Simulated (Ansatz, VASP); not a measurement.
One calculation of C, two programs

```
CELL_PARAMETERS angstrom
0.00000 1.78337 1.78337
1.78337 0.00000 1.78337
1.78337 1.78337 0.00000
ATOMIC_POSITIONS crystal
C 0.00280 0.99720 0.00280
C 0.25000 0.25000 0.25000
```

Alike in both runs: task single point; functional revPBE; k mesh 10 × 10 × 10; no spin polarisation.

```csv
,VASP,Ansatz
version,VASP 6.6.1,Ansatz 0.2.0
potentials or method,"VASP PAW PBE potentials, release 64 (C)","plane waves, norm-conserving potentials"
plane-wave cutoff (eV),600,1116
occupations,"gaussian, width 0.01 eV",fixed
valence electrons in the cell,8,8
```

```csv
,VASP,Ansatz,Ansatz less VASP
gap on the k mesh at the Fermi level (eV),4.01,4.08,+0.072
```

VASP's potentials were made for PBE, not for revPBE.
